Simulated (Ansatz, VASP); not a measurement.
## Two plane-wave programs on MnO

INCAR

```
SYSTEM = MnO
ALGO = Normal
EDIFF = 1E-7
ENCUT = 520
GGA = PE
ISIF = 2
ISMEAR = 0
ISPIN = 2
LASPH = .TRUE.
LCHARG = .FALSE.
LMAXMIX = 4
LORBIT = 11
LREAL = .FALSE.
LWAVE = .FALSE.
MAGMOM = 5 5 -5 -5 0 0 0 0
NBANDS = 52
NELM = 150
PREC = Accurate
SIGMA = 0.05
```

The input KPOINTS:

```
k-points
0
G
  7 7 2
  0 0 0
```

File POSCAR:

```
MnO
1.0
    3.3288069600      0.0000000000      0.0000000000
   -1.6644034800      2.8828313900      0.0000000000
    0.0000000000      0.0000000000      9.2790838800
Mn O
4 4
Direct
    0.0000000000      0.0000000000      0.0000000000
    0.0000000000      0.0000000000      0.2500000000
    0.0000000000      0.0000000000      0.5000000000
    0.0000000000      0.0000000000      0.7500000000
    0.3333333333      0.6666666667      0.1250000000
    0.6666666667      0.3333333333      0.3750000000
    0.3333333333      0.6666666667      0.6250000000
    0.6666666667      0.3333333333      0.8750000000
```

Input for Ansatz:

```yaml
crystal:
  lattice:
    - [3.32880696, 0.0, 0.0]
    - [-1.66440348, 2.88283139, 0.0]
    - [0.0, 0.0, 9.27908388]
  atoms:
    - { symbol: Mn, position: [0.0, 0.0, 0.0], spin: 5.0 }
    - { symbol: Mn, position: [0.0, 0.0, 0.25], spin: 5.0 }
    - { symbol: O, position: [0.3333333333, 0.6666666667, 0.125] }
    - { symbol: O, position: [0.6666666667, 0.3333333333, 0.375] }
    - { symbol: Mn, position: [0.0, 0.0, 0.5], spin: -5.0 }
    - { symbol: Mn, position: [0.0, 0.0, 0.75], spin: -5.0 }
    - { symbol: O, position: [0.3333333333, 0.6666666667, 0.625] }
    - { symbol: O, position: [0.6666666667, 0.3333333333, 0.875] }
basis:
  ecutwfc: 420
  ecutrho_ratio: 4
kpoints:
  mp_grid: { grid: [7, 7, 2] }
hamiltonian:
  xc: pbe
scf:
  occupations: { method: gaussian, width: 0.05 }
  lower_state_search: "off"
  max_iter: 150
output:
  forces: true
  stress: true
  eigenvalues: true
  populations: true
  hubbard:
    sites:
      - { site: 0, l: d }
      - { site: 1, l: d }
      - { site: 4, l: d }
      - { site: 5, l: d }
magnetization:
  spin_polarized: true
```

Alike in both runs: task single point; functional PBE; k mesh 7 × 7 × 2; occupations gaussian, width 0.05 eV; collinear spin.

|  | VASP | Ansatz |
| --- | --- | --- |
| version | VASP 6.6.1 | Ansatz 0.2.0 |
| potentials or method | VASP PAW PBE potentials, release 64 (Mn_pv, O), cutoff 520 eV | scalar-relativistic, plane waves, PAW |
| valence electrons in the cell | 76 | 84 |

Ansatz gave:

- gap on the k mesh at the Fermi level (eV): none
- pressure (GPa): -0.7
- rms of the force components (eV/Å): 0.730
- net moment per atom (μB): 0.00
- size of the moment on the site where the two differ most (μB): 3.74

What did VASP give for the same quantities?

gap on the k mesh at the Fermi level (eV): none; pressure (GPa): -0.4; rms of the force components (eV/Å): 0.719; net moment per atom (μB): 0.00; size of the moment on the site where the two differ most (μB): 3.98.

Site moments also hang on the region over which each program counts them. A gap of «none» marks a metal or a gap that the smearing closes. VASP's potentials hold 76 valence electrons a cell and Ansatz's 84, so a difference there can come from the potentials and not from the codes.
